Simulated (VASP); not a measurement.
# Ge (P6_3/mmc) in VASP: notebook

The runs below take Ge through single point, with PBE.

Everything below comes from runs of VASP 6.6.1. Logs are shortened: lines on timing, memory, paths and dates and some standing lists are left out, and cuts for length are marked.

## 1. The cell of the first run

It takes space group P6_3/mmc (No. 194, hexagonal). The conventional cell has a = 4.151 Å, b = 4.151 Å, c = 12.798 Å, α = 90.00°, β = 90.00°, γ = 120.00°. Ge (site symmetry 3m) has 4 Ge at 2.48 to 2.67 Å within 3.3 Å. Within 3.2 Å of Ge (site symmetry 3m) lie 4 Ge at 2.41 to 2.48 Å.

This isn't the form of Ge at room conditions, which is diamond.

## 2. Single point, PBE

INCAR reads:

```
PREC = Accurate ; ENCUT = 520
EDIFF = 1E-6 ; ISMEAR = 0
SIGMA = 0.15 ; LREAL = False
LASPH = True ; NELM = 100
ALGO = Fast ; ISIF = 2
LWAVE = False ; LCHARG = False
GGA = PE ; NBANDS = 66
```

KPOINTS reads:

```
Automatic mesh
0
Gamma
  15 15 4
```

POSCAR reads:

```
Ge
1.0
    4.1505862568      0.0000000000      0.0000000000
   -2.0752931284      3.5945131389      0.0000000000
    0.0000000000      0.0000000000     12.7975026055
Ge
8
Direct
    0.0000000000      0.0000000000      0.3955272934
    0.0000000000      0.0000000000      0.6044727066
    0.0000000000      0.0000000000      0.8955272934
    0.0000000000      0.0000000000      0.1044727066
    0.3333333333      0.6666666667      0.3442031336
    0.6666666667      0.3333333333      0.6557968664
    0.6666666667      0.3333333333      0.8442031336
    0.3333333333      0.6666666667      0.1557968664
```

Potentials or basis: VASP PAW PBE potentials, release 64 (Ge_d).

On the command line:

```bash
> cat potpaw_PBE.64/Ge_d/POTCAR > POTCAR
> mpirun -np 1 vasp_std > vasp.out
```

OUTCAR:

```text
PREC = Accurate
   ENCUT = 520
   EDIFF = 1E-6
   ISMEAR = 0
   LREAL = False
   LASPH = True
   NELM = 100
   ISIF = 2
   GGA = PE

 ion  position               nearest neighbor table
   1  0.000  0.000  0.396-   5 2.48   5 2.48   5 2.48   2 2.67
   2  0.000  0.000  0.604-   6 2.48   6 2.48   6 2.48   1 2.67
   3  0.000  0.000  0.896-   7 2.48   7 2.48   7 2.48   4 2.67
   4  0.000  0.000  0.104-   8 2.48   8 2.48   8 2.48   3 2.67
   5  0.333  0.667  0.344-   8 2.41   1 2.48   1 2.48   1 2.48
   6  0.667  0.333  0.656-   7 2.41   2 2.48   2 2.48   2 2.48
   7  0.667  0.333  0.844-   6 2.41   3 2.48   3 2.48   3 2.48
   8  0.333  0.667  0.156-   5 2.41   4 2.48   4 2.48   4 2.48

  LATTYP: Found a hexagonal cell.
 ALAT       =     4.1505862568
 C/A-ratio  =     3.0833000000

  Lattice vectors:

 A1 = (   4.1505862568,   0.0000000000,   0.0000000000)
 A2 = (  -2.0752931284,   3.5945131389,   0.0000000000)
 A3 = (   0.0000000000,   0.0000000000,  12.7975026055)

Analysis of symmetry for initial positions (statically):
=====================================================================
 Subroutine PRICEL returns:
 Original cell was already a primitive cell.

 Routine SETGRP: Setting up the symmetry group for a
 hexagonal supercell.

 Subroutine GETGRP returns: Found 24 space group operations
 (whereof 12 operations were pure point group operations)
 out of a pool of 24 trial point group operations.

The static configuration has the point symmetry D_3d.
 The point group associated with its full space group is D_6h.

Analysis of symmetry for dynamics (positions and initial velocities):
=====================================================================
 Subroutine PRICEL returns:
 Original cell was already a primitive cell.

 Routine SETGRP: Setting up the symmetry group for a
 hexagonal supercell.

 Subroutine GETGRP returns: Found 24 space group operations
 (whereof 12 operations were pure point group operations)
 out of a pool of 24 trial point group operations.

The dynamic configuration has the point symmetry D_3d.
 The point group associated with its full space group is D_6h.

 Subroutine INISYM returns: Found 24 space group operations
 (whereof 12 operations are pure point group operations),
 and found     1 'primitive' translations

----------------------------------------------------------------------------------------

                                     Primitive cell

  volume of cell :     190.9303

  direct lattice vectors                    reciprocal lattice vectors
     4.150586257  0.000000000  0.000000000     0.240929820  0.139100896  0.000000000
    -2.075293128  3.594513139  0.000000000     0.000000000  0.278201793  0.000000000
     0.000000000  0.000000000 12.797502606     0.000000000  0.000000000  0.078140246

  length of vectors
     4.150586257  4.150586257 12.797502606     0.278201793  0.278201793  0.078140246

  position of ions in fractional coordinates (direct lattice)
     0.000000000  0.000000000  0.395527293
     0.000000000  0.000000000  0.604472707
     0.000000000  0.000000000  0.895527293
     0.000000000  0.000000000  0.104472707
     0.333333333  0.666666667  0.344203134
     0.666666667  0.333333333  0.655796866
     0.666666667  0.333333333  0.844203134
     0.333333333  0.666666667  0.155796866

  ion indices of the primitive-cell ions
   primitive index   ion index
                 1           1
                 2           2
                 3           3
                 4           4
                 5           5
                 6           6
                 7           7
                 8           8

----------------------------------------------------------------------------------------

 KPOINTS: Automatic mesh

Automatic generation of k-mesh.
 Grid dimensions read from file:
 generate k-points for:   15   15    4

 Generating k-lattice:

  Cartesian coordinates                     Fractional coordinates (reciprocal lattice)
     0.016061988  0.009273393  0.000000000     0.066666667  0.000000000  0.000000000
     0.000000000  0.018546786  0.000000000     0.000000000  0.066666667  0.000000000
     0.000000000  0.000000000  0.019535061     0.000000000  0.000000000  0.250000000

  Length of vectors
     0.018546786  0.018546786  0.019535061

  Shift w.r.t. Gamma in fractional coordinates (k-lattice)
     0.000000000  0.000000000  0.000000000

 Subroutine IBZKPT returns following result:
 ===========================================

 Found     81 irreducible k-points:

 Following reciprocal coordinates:
            Coordinates               Weight
  0.000000  0.000000  0.000000      1.000000
  0.066667 -0.000000  0.000000      6.000000
  0.133333  0.000000  0.000000      6.000000
  0.200000 -0.000000  0.000000      6.000000
  0.266667  0.000000  0.000000      6.000000
  0.333333 -0.000000  0.000000      6.000000
[... 16 lines left out ...]
  0.333333  0.200000  0.000000     12.000000
  0.400000  0.200000  0.000000      6.000000
 [... further k-points ...]
   k-points           NKPTS =     81   k-points in BZ     NKDIM =     81   number of bands    NBANDS=     66
   number of dos      NEDOS =    301   number of ions     NIONS =      8
   total plane-waves  NPLWV =  98304
   dimension x,y,z NGX =    32 NGY =   32 NGZ =   96
   dimension x,y,z NGXF=    64 NGYF=   64 NGZF=  192
   ions per type =               8
   NGX,Y,Z   is equivalent  to a cutoff of  12.82, 12.82, 12.47 a.u.
   NGXF,Y,Z  is equivalent  to a cutoff of  25.63, 25.63, 24.94 a.u.
 SYSTEM =  unknown system
   PREC   = accura    normal or accurate (medium, high low for compatibility)
   ISTART =      0    job   : 0-new  1-cont  2-samecut
   ICHARG =      2    charge: 1-file 2-atom 10-const
   ISPIN  =      1    spin polarized calculation?
   LNONCOLLINEAR =      F non collinear calculations
   LSORBIT =      F    spin-orbit coupling
   LASPH  =      T    aspherical Exc in radial PAW
   ENCUT  =  520.0 eV  38.22 Ry    6.18 a.u.   7.72  7.72 23.79*2*pi/ulx,y,z
   NELM   =    100;   NELMIN=  2; NELMDL= -5     # of ELM steps
   EDIFF  = 0.1E-05   stopping-criterion for ELM
   LREAL  =      F    real-space projection
   EDIFFG = 0.1E-04   stopping-criterion for IOM
   NSW    =      0    number of steps for IOM
   IBRION =     -1    ionic relax: 0-MD 1-quasi-New 2-CG
   NFREE  =      0    steps in history (QN), initial steepest desc. (CG)
   ISIF   =      2    stress and relaxation
   ISYM   =      2    0-nonsym 1-usesym 2-fastsym
   POTIM  = 0.5000    time-step for ionic-motion
   TEBEG  =    0.0;   TEEND  =   0.0 temperature during run
   PSTRESS=    0.0 pullay stress
   NELECT =     112.0000    total number of electrons
   NUPDOWN=      -1.0000    fix difference up-down
   EMIN   =  10.00;   EMAX   =-10.00  energy-range for DOS
   EFERMI =   0.00;   METHOD = LEGACY
   ISMEAR =     0;   SIGMA  =   0.15  broadening in eV -4-tet -1-fermi 0-gaus
   EFERMI_NEDOS =   21; number of points for ismear=-14 and -15
   IALGO  =     68    algorithm
   IMIX   =      4    mixing-type and parameters
     AMIX     =   0.40;   BMIX     =  1.00
     AMIX_MAG =   1.60;   BMIX_MAG =  1.00
  volume/ion in A,a.u.               =      23.87       161.06
  Fermi-wavevector in a.u.,A,eV,Ry     =   1.370427  2.589732 25.552698  1.878070
  Thomas-Fermi vector in A             =   2.496214
   LORBIT       =      0    0 simple, 1 ext, 2 COOP (PROOUT), +10 PAW based schemes
   GGA     = PE    functional components
   LHFCALC =     F    Hartree Fock is set to
   AEXX    =    0.0000 exact exchange contribution
   IVDW    =     0    specifies the selected vdW correction
   LEPSILON=     F    determine dielectric tensor
   LRPA    =     F    only Hartree local field effects (RPA)
 non-spin polarized calculation
 RMM-DIIS sequential band-by-band and
 Gauss-broadening in eV      SIGMA  =   0.15
  energy-cutoff  :      520.00
  volume of cell :      190.93
 maximum number of plane-waves:      5178
 NGX is ok and might be reduce to    32

 number of electron     111.9999939 magnetization

 Free energy of the ion-electron system (eV)
  ---------------------------------------------------
  ext. energy  EPLUGINS =         0.00000000
  ---------------------------------------------------
  free energy    TOTEN  =       -35.49211038 eV

  energy without entropy =      -35.48416018  energy(sigma->0) =      -35.48813528

 E-fermi :   4.4314     XC(G=0):  -9.6750

 val. band max:        4.4276796529   @ k =   0.0667   0.0667   0.2500
 cond. band min:       4.4352100269   @ k =   0.0667  -0.0000   0.2500
 fundamental gap:      0.0075303740
 Fermi energy:         4.4313850244

 k-point     1 :       0.0000    0.0000    0.0000
  band No.  band energies     occupation
      1     -20.3188      2.00000
      2     -20.3141      2.00000
      3     -20.2838      2.00000
      4     -20.2838      2.00000
      5     -20.2835      2.00000
      6     -20.2835      2.00000
[... 58 lines left out ...]
     65       7.3921      0.00000
     66       8.3040      0.00000

 k-point     2 :       0.0667   -0.0000    0.0000
  band No.  band energies     occupation
      1     -20.3204      2.00000
      2     -20.3160      2.00000
      3     -20.2868      2.00000
      4     -20.2858      2.00000
      5     -20.2848      2.00000
      6     -20.2832      2.00000
[... 58 lines left out ...]
     65       7.4717      0.00000
     66       8.2558      0.00000

 k-point     3 :       0.1333    0.0000    0.0000
  band No.  band energies     occupation
      1     -20.3249      2.00000
      2     -20.3209      2.00000
      3     -20.2923      2.00000
      4     -20.2894      2.00000
      5     -20.2892      2.00000
      6     -20.2832      2.00000
[... 1438 lines left out ...]
     65       8.9352      0.00000
     66       9.5419      0.00000

 k-point    24 :       0.4000    0.2000    0.0000
  band No.  band energies     occupation
      1     -20.3445      2.00000
      2     -20.3418      2.00000
      3     -20.3281      2.00000
      4     -20.3274      2.00000
      5     -20.3172      2.00000
      6     -20.3167      2.00000
[... 58 lines left out ...]
     65       8.7510      0.00000
     66       9.5233      0.00000

 [... further k-points ...]

------------------------ aborting loop because EDIFF is reached ----------------------------------------

  FORCE on cell =-STRESS in cart. coord.  units (eV):
  Direction    XX          YY          ZZ          XY          YZ          ZX
  --------------------------------------------------------------------------------------
  -------------------------------------------------------------------------------------
  Total       -0.9885387     -0.9885387      4.0100308      0.0000000      0.0000000      0.0000000
  in kB       -8.2952504     -8.2952504     33.6498824      0.0000000      0.0000000      0.0000000
  external PRESSURE =       5.6864605 kB  Pullay stress =       0.0000000 kB

 VOLUME and BASIS-vectors are now :
 -----------------------------------------------------------------------------
  energy-cutoff  :      520.00
  volume of cell :      190.93
      direct lattice vectors                 reciprocal lattice vectors
     4.150586257  0.000000000  0.000000000     0.240929820  0.139100896  0.000000000
    -2.075293128  3.594513139  0.000000000     0.000000000  0.278201793  0.000000000
     0.000000000  0.000000000 12.797502606     0.000000000  0.000000000  0.078140246

 POSITION                                       TOTAL-FORCE (eV/Angst)
 -----------------------------------------------------------------------------------
      0.00000      0.00000      5.06176        -0.000000      0.000000      1.510132
      0.00000      0.00000      7.73574         0.000000      0.000000     -1.510132
      0.00000      0.00000     11.46051        -0.000000      0.000000      1.510132
      0.00000      0.00000      1.33699        -0.000000     -0.000000     -1.510132
     -0.00000      2.39634      4.40494         0.000000      0.000000      0.355491
      2.07529      1.19817      8.39256        -0.000000     -0.000000     -0.355491
      2.07529      1.19817     10.80369        -0.000000      0.000000      0.355491
     -0.00000      2.39634      1.99381         0.000000     -0.000000     -0.355491
 -----------------------------------------------------------------------------------
    total drift:                               -0.000000      0.000000     -0.000000

  FREE ENERGIE OF THE ION-ELECTRON SYSTEM (eV)
  ---------------------------------------------------
  free  energy   TOTEN  =       -35.4921103779 eV

  energy  without entropy=      -35.4841601845  energy(sigma->0) =      -35.48813528
```

Wall time 18 min (1 thread of Oxide Virtual Turin-like, shared host); peak memory 0.72 GiB.

Results:

| Item | Value |
| --- | --- |
| Free energy | -35.4921 eV |
| Pressure | 0.6 GPa |
| Largest force | 1.510 eV/Å |
| Band gap on the k mesh | zero (bands 56 and 57 overlap by 0.58 eV) |

Forces on the atoms (eV/Å):
```
Ge   0.000  0.000  1.510
Ge   0.000  0.000 -1.510
Ge   0.000  0.000  1.510
Ge   0.000  0.000 -1.510
Ge   0.000  0.000  0.355
Ge   0.000  0.000 -0.355
Ge   0.000  0.000  0.355
Ge   0.000  0.000 -0.355
```

Levels at points of the mesh, in eV from the Fermi level:
| k point | band 52 | band 53 | band 54 | band 55 | band 56 | band 57 | band 58 | band 59 | band 60 | band 61 |
| --- | --- | --- | --- | --- | --- | --- | --- | --- | --- | --- |
| (0.00, 0.00, 0.00) | -1.06 | -0.81 | -0.81 | -0.44 | -0.39 | -0.16 | -0.16 | 0.22 | 0.80 | 2.34 |
| (0.00, 0.00, 0.50) | -1.56 | -0.75 | -0.75 | -0.45 | -0.45 | -0.45 | -0.45 | 0.77 | 0.77 | 2.62 |

Caveat: semilocal functionals underestimate gaps, so a narrow gap can read as zero; forces of over 1 eV/Å act on the atoms, so gaps and moduli don't describe the material at rest.

## 3. Single point, PBE

This run uses another cell than the first one, of the same volume but with other edges.

INCAR reads:

```
PREC     = Accurate       # precision mode
ENCUT    = 520            # plane-wave cutoff, eV
EDIFF    = 1E-6           # SCF threshold, eV
ISMEAR   = 0              # smearing method
SIGMA    = 0.15           # smearing width, eV
LREAL    = False          # projectors in reciprocal space
LASPH    = True           # aspherical terms in the spheres
NELM     = 60             # most SCF steps
ALGO     = Fast           # electronic algorithm
ISIF     = 2              # what is computed and relaxed
LWAVE    = False          # write WAVECAR
LCHARG   = True           # write CHGCAR
GGA      = PE             # functional
LELF     = True           # ELF
LVHAR    = True         
NBANDS   = 66             # bands
```

KPOINTS reads:

```
regular mesh
0
Gamma
  15 15 4
```

Changes to POSCAR since step 2:

```diff
@@ -2,5 +2,5 @@
 1.0
-    4.1505862568      0.0000000000      0.0000000000
-   -2.0752931284      3.5945131389      0.0000000000
-    0.0000000000      0.0000000000     12.7975026055
+    4.0391102337      0.0000000000      0.0000000000
+   -2.0195551169      3.4979720711      0.0000000000
+    0.0000000000      0.0000000000     13.5136511089
 Ge
```

Potentials or basis: VASP PAW PBE potentials, release 64 (Ge_d).

On the command line:

```bash
> cat potpaw_PBE.64/Ge_d/POTCAR > POTCAR
> mpirun -np 1 vasp_std > vasp.out
```

Run time: 34 min. Hardware: 1 thread of Oxide Virtual Turin-like, shared host; peak memory 0.71 GiB.

It converged, with:

| Item | Value |
| --- | --- |
| Free energy | -35.4106 eV |
| Pressure | 1.3 GPa |
| Largest force | 1.749 eV/Å |
| Band gap on the k mesh | zero (bands 56 and 57 overlap by 0.76 eV) |

Forces on the atoms (eV/Å):
```
Ge   0.000  0.000  1.749
Ge   0.000  0.000 -1.749
Ge   0.000  0.000  1.749
Ge   0.000  0.000 -1.749
Ge   0.000  0.000 -0.599
Ge   0.000  0.000  0.599
Ge   0.000  0.000 -0.599
Ge   0.000  0.000  0.599
```

Stress tensor (GPa, compression positive):
```
 3.36  0.00  0.00
 0.00  3.36  0.00
 0.00  0.00 -2.90
```

Levels at points of the mesh, in eV from the Fermi level:
```
           k point  band 53  band 54  band 55  band 56  band 57  band 58  band 59  band 60
(0.00, 0.00, 0.00)    -0.96    -0.66    -0.58    -0.49    -0.49    -0.23     0.28     0.59
(0.00, 0.00, 0.50)    -0.69    -0.69    -0.69    -0.69    -0.46    -0.46     0.62     0.62
```

Caveat: semilocal functionals underestimate gaps, so a narrow gap can read as zero; forces of over 1 eV/Å act on the atoms, so gaps and moduli don't describe the material at rest.

## 4. Single point, PBE

This run uses another cell than the first one, of the same volume but with other edges.

INCAR reads:

```
PREC = Accurate
ENCUT = 520
EDIFF = 1E-6
ISMEAR = 0
SIGMA = 0.15
LREAL = F
LASPH = T
NELM = 60
ALGO = Fast
ISIF = 2
LWAVE = F
LCHARG = F
GGA = PE
NBANDS = 66
```

KPOINTS reads:

```
Automatic mesh
0
Gamma
  15 15 4
```

POSCAR reads:

```
Ge
1.0
    4.0658732115      0.0000000000      0.0000000000
   -2.0329366058      3.5211494897      0.0000000000
    0.0000000000      0.0000000000     13.3363336065
Ge
8
Direct
    0.0000000000      0.0000000000      0.3983391607
    0.0000000000      0.0000000000      0.6016608393
    0.0000000000      0.0000000000      0.8983391607
    0.0000000000      0.0000000000      0.1016608393
    0.3333333333      0.6666666667      0.3442031336
    0.6666666667      0.3333333333      0.6557968664
    0.6666666667      0.3333333333      0.8442031336
    0.3333333333      0.6666666667      0.1557968664
```

On the command line:

```bash
> cat potpaw_PBE.64/Ge_d/POTCAR > POTCAR
> mpirun -np 1 vasp_std > vasp.out
```

Run time: 23 min. Hardware: 1 thread of Oxide Virtual Turin-like, shared host; peak memory 0.71 GiB.

The run converged. Its results:

| Quantity | Value |
| --- | --- |
| Free energy | -35.7276 eV |
| Pressure | 0.5 GPa |
| Largest force | 1.420 eV/Å |
| Band gap on the k mesh | zero (bands 56 and 57 overlap by 0.51 eV) |

Forces on the atoms (eV/Å):
```
Ge   0.000  0.000  1.420
Ge   0.000  0.000 -1.420
Ge   0.000  0.000  1.420
Ge   0.000  0.000 -1.420
Ge   0.000  0.000 -0.337
Ge   0.000  0.000  0.337
Ge   0.000  0.000 -0.337
Ge   0.000  0.000  0.337
```

Stress tensor (GPa, compression positive):
```
 1.64  0.00  0.00
 0.00  1.64  0.00
 0.00  0.00 -1.65
```

Levels at points of the mesh, in eV from the Fermi level:
```
           k point  band 54  band 55  band 56  band 57  band 58  band 59
(0.00, 0.00, 0.00)    -0.62    -0.50    -0.33    -0.33    -0.14     0.33
(0.00, 0.00, 0.50)    -0.57    -0.57    -0.57    -0.40    -0.40     0.70
```

Caveat: semilocal functionals underestimate gaps, so a narrow gap can read as zero; forces of over 1 eV/Å act on the atoms, so gaps and moduli don't describe the material at rest.

(Continued in part 2 of 2.)
